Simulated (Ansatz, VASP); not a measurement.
# One calculation of Cu, two programs

```
Cu
1.0
     2.55899    0.00000    0.00000
     0.00000    4.22115    0.00000
     0.00000    0.00000   21.17100
Cu
6
Direct
  0.25000 0.75000 0.38276
  0.75000 0.25000 0.41084
  0.75000 0.75000 0.48353
  0.25000 0.25000 0.51647
  0.25000 0.75000 0.58916
  0.75000 0.25000 0.61724
```

Alike in both runs: functional PBE; k mesh 14 × 9 × 1; occupations fermi-dirac, width 0.08 eV; no spin polarisation.

Ansatz relaxed the structure, and its values are those at the end. VASP's run is a single point on that final structure, the one shown.

|  | VASP | Ansatz |
| --- | --- | --- |
| version | VASP 6.6.1 | Ansatz 0.2.0 |
| potentials or method | VASP PAW PBE potentials, release 64 (Cu), cutoff 520 eV | all-electron LAPW, scalar-relativistic |

```csv
,VASP,Ansatz,Ansatz less VASP
rms of the force components (eV/Å),0.009,0.004,-0.0049
```

Ansatz ran all-electron here, and VASP with PAW potentials.
